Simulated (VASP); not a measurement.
# MgO (Fm-3m) in VASP: single point with PBE

Aim: the single point of MgO with PBE.

All numbers are computed with VASP 6.6.1; they aren't measurements. Logs are shortened: lines on timing, memory, paths and dates and some standing lists are left out, and cuts for length are marked.

**The experiment to reproduce.**

From “Electronic structure of alkaline earth and post-transition metal oxides”, 2009, arxiv:0908.1581, for a bulk crystal of MgO: band gap 7.83 eV.

How close the calculation comes is told below.

## (1) The cell of the first run

The structure is cubic, space group Fm-3m (No. 225). The conventional cell has a = 4.254 Å, b = 4.254 Å, c = 4.254 Å, α = 90.00°, β = 90.00°, γ = 90.00°. Mg (site symmetry m-3m) has 6 O at 2.13 Å within 2.8 Å. Within 2.8 Å of O (site symmetry m-3m) lie 6 Mg at 2.13 Å.

## (2) Single point, PBE

INCAR reads:

```
  PREC = Accurate
  ENCUT = 600
  EDIFF = 1E-6
  ISMEAR = 0
  SIGMA = 0.05
  LREAL = F
  LASPH = T
  NELM = 120
  ALGO = Normal
  ISIF = 2
  LWAVE = F
  LCHARG = F
  GGA = PE
  NBANDS = 56
  GGA_COMPAT = F
```

KPOINTS reads:

```
Automatic mesh
0
Gamma
  6 6 4
```

POSCAR reads:

```
MgO
1.0
    4.2537045176      0.0000000000      0.0000000000
   -2.1268522588      4.7557862288      0.0000000000
    0.0000000000      0.0000000000      9.5115724575
Mg O
10 10
Direct
    0.0000000000      0.0000000000      0.0000000000
    0.4000000000      0.8000000000      0.2000000000
    0.2000000000      0.4000000000      0.6000000000
    0.7000000000      0.4000000000      0.1000000000
    0.5000000000      0.0000000000      0.5000000000
    0.9000000000      0.8000000000      0.7000000000
    0.8000000000      0.6000000000      0.4000000000
    0.6000000000      0.2000000000      0.8000000000
    0.1000000000      0.2000000000      0.3000000000
    0.3000000000      0.6000000000      0.9000000000
    0.3000000000      0.6000000000      0.4000000000
    0.1000000000      0.2000000000      0.8000000000
    0.6000000000      0.2000000000      0.3000000000
    0.8000000000      0.6000000000      0.9000000000
    0.5000000000      0.0000000000      0.0000000000
    0.9000000000      0.8000000000      0.2000000000
    0.7000000000      0.4000000000      0.6000000000
    0.2000000000      0.4000000000      0.1000000000
    0.0000000000      0.0000000000      0.5000000000
    0.4000000000      0.8000000000      0.7000000000
```

Potentials or basis: VASP PAW PBE potentials, release 64 (Mg, O).

On the command line:

```sh
cat potpaw_PBE.64/Mg/POTCAR potpaw_PBE.64/O/POTCAR > POTCAR
mpirun -np 1 vasp_std > vasp.out
```

OUTCAR:

```text
PREC = Accurate
   ENCUT = 600
   EDIFF = 1E-6
   ISMEAR = 0
   LREAL = F
   LASPH = T
   NELM = 120
   ISIF = 2
   GGA = PE

 ion  position               nearest neighbor table
   1  0.000  0.000  0.000-  12 2.13  16 2.13  15 2.13  15 2.13  18 2.13  14 2.13   6 3.01   9 3.01
                             8 3.01   8 3.01   2 3.01   2 3.01  10 3.01   4 3.01  10 3.01   4 3.01
   2  0.400  0.800  0.200-  11 2.13  15 2.13  16 2.13  16 2.13  18 2.13  13 2.13   5 3.01  10 3.01
                             7 3.01   7 3.01   1 3.01   1 3.01   4 3.01   9 3.01   9 3.01   4 3.01
   3  0.200  0.400  0.600-  12 2.13  11 2.13  17 2.13  17 2.13  20 2.13  19 2.13  10 3.01   9 3.01
                             8 3.01   8 3.01   7 3.01   7 3.01   5 3.01   6 3.01   6 3.01   5 3.01
   4  0.700  0.400  0.100-  13 2.13  14 2.13  18 2.13  18 2.13  15 2.13  16 2.13   7 3.01   8 3.01
                             9 3.01   9 3.01  10 3.01  10 3.01   1 3.01   2 3.01   2 3.01   1 3.01
   5  0.500  0.000  0.500-  13 2.13  20 2.13  19 2.13  19 2.13  17 2.13  11 2.13   2 3.01   8 3.01
                             6 3.01   9 3.01   6 3.01   9 3.01   7 3.01   3 3.01   7 3.01   3 3.01
   6  0.900  0.800  0.700-  14 2.13  19 2.13  20 2.13  20 2.13  17 2.13  12 2.13   1 3.01   7 3.01
                            10 3.01  10 3.01   5 3.01   5 3.01   3 3.01   8 3.01   8 3.01   3 3.01
   7  0.800  0.600  0.400-  16 2.13  17 2.13  11 2.13  11 2.13  19 2.13  13 2.13   4 3.01   6 3.01
                             2 3.01   2 3.01   3 3.01   3 3.01   9 3.01   5 3.01   5 3.01   9 3.01
   8  0.600  0.200  0.800-  17 2.13  15 2.13  12 2.13  12 2.13  20 2.13  14 2.13   5 3.01   4 3.01
                             3 3.01   3 3.01   1 3.01   1 3.01  10 3.01   6 3.01   6 3.01  10 3.01
   9  0.100  0.200  0.300-  18 2.13  19 2.13  13 2.13  13 2.13  16 2.13  11 2.13   1 3.01   3 3.01
                             4 3.01   4 3.01   5 3.01   5 3.01   7 3.01   2 3.01   2 3.01   7 3.01
  10  0.300  0.600  0.900-  20 2.13  18 2.13  14 2.13  14 2.13  15 2.13  12 2.13   3 3.01   2 3.01
                             6 3.01   6 3.01   4 3.01   4 3.01   8 3.01   1 3.01   1 3.01   8 3.01
  11  0.300  0.600  0.400-   2 2.13   3 2.13   7 2.13   7 2.13   9 2.13   5 2.13
  12  0.100  0.200  0.800-   3 2.13   1 2.13   8 2.13   8 2.13  10 2.13   6 2.13
  13  0.600  0.200  0.300-   4 2.13   5 2.13   9 2.13   9 2.13   2 2.13   7 2.13
  14  0.800  0.600  0.900-   6 2.13   4 2.13  10 2.13  10 2.13   1 2.13   8 2.13
  15  0.500  0.000  0.000-   2 2.13   8 2.13   1 2.13   1 2.13  10 2.13   4 2.13
  16  0.900  0.800  0.200-   7 2.13   1 2.13   2 2.13   2 2.13   9 2.13   4 2.13
  17  0.700  0.400  0.600-   8 2.13   7 2.13   3 2.13   3 2.13   6 2.13   5 2.13
  18  0.200  0.400  0.100-   9 2.13  10 2.13   4 2.13   4 2.13   1 2.13   2 2.13
  19  0.000  0.000  0.500-   6 2.13   9 2.13   5 2.13   5 2.13   3 2.13   7 2.13
  20  0.400  0.800  0.700-  10 2.13   5 2.13   6 2.13   6 2.13   3 2.13   8 2.13

  LATTYP: Found a base centered orthorhombic cell.
 ALAT       =     4.2537045176
 B/A-ratio  =     2.2360679775
 C/A-ratio  =     2.2360679775

  Lattice vectors:

 A1 = (   2.1268522588,  -4.7557862288,   0.0000000000)
 A2 = (   2.1268522588,   4.7557862288,   0.0000000000)
 A3 = (   0.0000000000,   0.0000000000,   9.5115724575)

Analysis of symmetry for initial positions (statically):
=====================================================================
 Subroutine PRICEL returns following result:

  LATTYP: Found a face centered cubic cell.
 ALAT       =     4.2537045176

  Lattice vectors:

 A1 = (   0.0000000000,  -2.8534717373,   0.9511572458)
 A2 = (  -2.1268522588,  -0.9511572458,   1.9023144915)
 A3 = (  -2.1268522588,  -1.9023144915,  -0.9511572457)

  10 primitive cells build up your supercell.

 Routine SETGRP: Setting up the symmetry group for a
 base centered orthorhombic supercell.

 Subroutine GETGRP returns: Found  4 space group operations
 (whereof  4 operations were pure point group operations)
 out of a pool of  8 trial point group operations.

The static configuration has the point symmetry C_2h.

Analysis of symmetry for dynamics (positions and initial velocities):
=====================================================================
 Subroutine PRICEL returns following result:

  LATTYP: Found a face centered cubic cell.
 ALAT       =     4.2537045176

  Lattice vectors:

 A1 = (   0.0000000000,  -2.8534717373,   0.9511572458)
 A2 = (  -2.1268522588,  -0.9511572458,   1.9023144915)
 A3 = (  -2.1268522588,  -1.9023144915,  -0.9511572457)

  10 primitive cells build up your supercell.

 Routine SETGRP: Setting up the symmetry group for a
 base centered orthorhombic supercell.

 Subroutine GETGRP returns: Found  4 space group operations
 (whereof  4 operations were pure point group operations)
 out of a pool of  8 trial point group operations.

The dynamic configuration has the point symmetry C_2h.

 Subroutine INISYM returns: Found  4 space group operations
 (whereof  4 operations are pure point group operations),
 and found    10 'primitive' translations

----------------------------------------------------------------------------------------

                                     Primitive cell

  volume of cell :      19.2416

  direct lattice vectors                    reciprocal lattice vectors
     0.000000000 -2.853471737  0.951157246     0.235089202 -0.315405262  0.105135087
    -2.126852259 -0.951157246  1.902314492    -0.235089202  0.105135087  0.315405262
    -2.126852259 -1.902314492 -0.951157246    -0.235089202 -0.105135087 -0.315405262

  length of vectors
     3.007823310  3.007823310  3.007823310     0.407186442  0.407186442  0.407186442

  position of ions in fractional coordinates (direct lattice)
     0.000000000  0.000000000  0.000000000
     0.500000000  0.500000000  0.500000000

  ion indices of the primitive-cell ions
   primitive index   ion index
                 1           1
                 2          16

----------------------------------------------------------------------------------------

 KPOINTS: Automatic mesh

Automatic generation of k-mesh.
 Grid dimensions read from file:
 generate k-points for:    6    6    4

 Generating k-lattice:

  Cartesian coordinates                     Fractional coordinates (reciprocal lattice)
     0.039181534  0.017522515  0.000000000     0.166666667  0.000000000  0.000000000
     0.000000000  0.035045029  0.000000000     0.000000000  0.166666667  0.000000000
     0.000000000  0.000000000  0.026283772     0.000000000  0.000000000  0.250000000

  Length of vectors
     0.042921220  0.035045029  0.026283772

  Shift w.r.t. Gamma in fractional coordinates (k-lattice)
     0.000000000  0.000000000  0.000000000

 Subroutine IBZKPT returns following result:
 ===========================================

 Found     47 irreducible k-points:

 Following reciprocal coordinates:
            Coordinates               Weight
  0.000000  0.000000  0.000000      1.000000
  0.166667  0.000000  0.000000      4.000000
  0.333333  0.000000  0.000000      4.000000
  0.500000  0.000000  0.000000      2.000000
  0.000000  0.166667  0.000000      2.000000
  0.166667  0.166667  0.000000      4.000000
[... 16 lines left out ...]
 -0.166667 -0.166667  0.250000      4.000000
  0.333333  0.166667  0.250000      4.000000
 [... further k-points ...]
   k-points           NKPTS =     47   k-points in BZ     NKDIM =     47   number of bands    NBANDS=     56
   number of dos      NEDOS =    301   number of ions     NIONS =     20
   total plane-waves  NPLWV = 120960
   dimension x,y,z NGX =    36 NGY =   42 NGZ =   80
   dimension x,y,z NGXF=    72 NGYF=   84 NGZF=  160
   ions per type =              10  10
   NGX,Y,Z   is equivalent  to a cutoff of  14.07, 13.40, 13.98 a.u.
   NGXF,Y,Z  is equivalent  to a cutoff of  28.14, 26.81, 27.97 a.u.
 SYSTEM =  unknown system
   PREC   = accura    normal or accurate (medium, high low for compatibility)
   ISTART =      0    job   : 0-new  1-cont  2-samecut
   ICHARG =      2    charge: 1-file 2-atom 10-const
   ISPIN  =      1    spin polarized calculation?
   LNONCOLLINEAR =      F non collinear calculations
   LSORBIT =      F    spin-orbit coupling
   LASPH  =      T    aspherical Exc in radial PAW
   ENCUT  =  600.0 eV  44.10 Ry    6.64 a.u.   8.50 10.41 19.00*2*pi/ulx,y,z
   NELM   =    120;   NELMIN=  2; NELMDL= -5     # of ELM steps
   EDIFF  = 0.1E-05   stopping-criterion for ELM
   LREAL  =      F    real-space projection
   EDIFFG = 0.1E-04   stopping-criterion for IOM
   NSW    =      0    number of steps for IOM
   IBRION =     -1    ionic relax: 0-MD 1-quasi-New 2-CG
   NFREE  =      0    steps in history (QN), initial steepest desc. (CG)
   ISIF   =      2    stress and relaxation
   ISYM   =      2    0-nonsym 1-usesym 2-fastsym
   POTIM  = 0.5000    time-step for ionic-motion
   TEBEG  =    0.0;   TEEND  =   0.0 temperature during run
   PSTRESS=    0.0 pullay stress
   NELECT =      80.0000    total number of electrons
   NUPDOWN=      -1.0000    fix difference up-down
   EMIN   =  10.00;   EMAX   =-10.00  energy-range for DOS
   EFERMI =   0.00;   METHOD = LEGACY
   ISMEAR =     0;   SIGMA  =   0.05  broadening in eV -4-tet -1-fermi 0-gaus
   EFERMI_NEDOS =   21; number of points for ismear=-14 and -15
   IALGO  =     38    algorithm
   IMIX   =      4    mixing-type and parameters
     AMIX     =   0.40;   BMIX     =  1.00
     AMIX_MAG =   1.60;   BMIX_MAG =  1.00
  volume/ion in A,a.u.               =       9.62        64.92
  Fermi-wavevector in a.u.,A,eV,Ry     =   1.221868  2.308995 20.312962  1.492961
  Thomas-Fermi vector in A             =   2.357035
   LORBIT       =      0    0 simple, 1 ext, 2 COOP (PROOUT), +10 PAW based schemes
   GGA     = PE    functional components
   LHFCALC =     F    Hartree Fock is set to
   AEXX    =    0.0000 exact exchange contribution
   IVDW    =     0    specifies the selected vdW correction
   LEPSILON=     F    determine dielectric tensor
   LRPA    =     F    only Hartree local field effects (RPA)
 non-spin polarized calculation
 Gauss-broadening in eV      SIGMA  =   0.05
  energy-cutoff  :      600.00
  volume of cell :      192.42
 maximum number of plane-waves:      6467
 NGX is ok and might be reduce to    36
   NGX = 17   NGY = 21   NGZ = 37

 number of electron      80.0000015 magnetization

 Free energy of the ion-electron system (eV)
  ---------------------------------------------------
  ext. energy  EPLUGINS =         0.00000000
  ---------------------------------------------------
  free energy    TOTEN  =      -119.14892083 eV

  energy without entropy =     -119.14892083  energy(sigma->0) =     -119.14892083

 E-fermi :   3.2142     XC(G=0): -10.9393

 val. band max:        2.9665157421   @ k =   0.0000   0.0000   0.0000
 cond. band min:       7.4126497914   @ k =   0.0000   0.0000   0.0000
 fundamental gap:      4.4461340493
 Fermi energy:         3.2141575361

 k-point     1 :       0.0000    0.0000    0.0000
  band No.  band energies     occupation
      1     -14.1473      2.00000
      2     -13.5573      2.00000
      3     -13.5573      2.00000
      4     -12.7332      2.00000
      5     -12.7332      2.00000
      6     -12.7332      2.00000
[... 44 lines left out ...]
     51      13.7473      0.00000
     52      13.9563      0.00000
[... 1263 lines left out ...]
     51      13.3597      0.00000
     52      13.8866      0.00000

 [... further k-points ...]

 [bands above 52 left out]

------------------------ aborting loop because EDIFF is reached ----------------------------------------

  FORCE on cell =-STRESS in cart. coord.  units (eV):
  Direction    XX          YY          ZZ          XY          YZ          ZX
  --------------------------------------------------------------------------------------
  -------------------------------------------------------------------------------------
  Total       -1.1346730     -1.1352054     -1.1366772      0.0000000     -0.0000061      0.0000000
  in kB       -9.4479879     -9.4524214     -9.4646764      0.0000000     -0.0000512      0.0000000
  external PRESSURE =      -9.4550286 kB  Pullay stress =       0.0000000 kB

 VOLUME and BASIS-vectors are now :
 -----------------------------------------------------------------------------
  energy-cutoff  :      600.00
  volume of cell :      192.42
      direct lattice vectors                 reciprocal lattice vectors
     4.253704518  0.000000000  0.000000000     0.235089202  0.105135087  0.000000000
    -2.126852259  4.755786229  0.000000000     0.000000000  0.210270174  0.000000000
     0.000000000  0.000000000  9.511572457     0.000000000  0.000000000  0.105135087

 POSITION                                       TOTAL-FORCE (eV/Angst)
 -----------------------------------------------------------------------------------
      0.00000      0.00000      0.00000         0.000000     -0.000000      0.000000
      0.00000      3.80463      1.90231         0.000000     -0.000000      0.000000
      0.00000      1.90231      5.70694         0.000000      0.000000      0.000000
      2.12685      1.90231      0.95116         0.000000     -0.000000      0.000000
      2.12685      0.00000      4.75579         0.000000      0.000000      0.000000
      2.12685      3.80463      6.65810         0.000000     -0.000000      0.000000
[... 12 lines left out ...]
      0.00000      0.00000      4.75579        -0.000000     -0.000000     -0.000000
      0.00000      3.80463      6.65810        -0.000000     -0.000000      0.000000
 -----------------------------------------------------------------------------------
    total drift:                                0.000000      0.000000     -0.000000

  FREE ENERGIE OF THE ION-ELECTRON SYSTEM (eV)
  ---------------------------------------------------
  free  energy   TOTEN  =      -119.1489208271 eV

  energy  without entropy=     -119.1489208271  energy(sigma->0) =     -119.14892083
```

It took 29 min on 1 thread of Intel Xeon 8259CL, shared host; peak memory 0.62 GiB.

Results:

```
Free energy            : -119.1489 eV
Pressure               : -0.9 GPa
Band gap on the k mesh : 4.45 eV
```

Levels at points of the mesh, in eV from the valence-band top:
```csv
k point,band 37,band 38,band 39,band 40,band 41,band 42,band 43,band 44
"(0.00, 0.00, 0.00)",-0.39,0.00,0.00,0.00,4.45,7.26,7.26,9.09
"(0.50, 0.00, 0.00)",-0.62,-0.62,-0.60,-0.60,7.99,7.99,8.05,8.05
"(0.00, 0.50, 0.00)",-0.74,-0.74,-0.39,-0.39,7.26,7.26,8.83,8.83
"(0.00, 0.00, 0.50)",-0.19,-0.19,-0.11,-0.11,5.44,5.44,9.12,9.12
"(0.50, 0.00, 0.50)",-0.58,-0.58,-0.58,-0.58,7.71,7.71,8.29,8.29
"(0.00, 0.50, 0.50)",-0.71,-0.71,-0.37,-0.37,7.65,7.65,7.77,7.77
```

## (3) Against experiment

Step 2. Measured gap of MgO: 7.83 eV (quoted in “Electronic structure of alkaline earth and post-transition metal oxides”, 2009, arxiv:0908.1581). This calculation gives 4.45 eV (-3.38 eV). The value is that of PBE on a finite k mesh, which can miss the band edges, without temperature or zero-point motion. Semilocal functionals fall short of measured gaps as a rule.
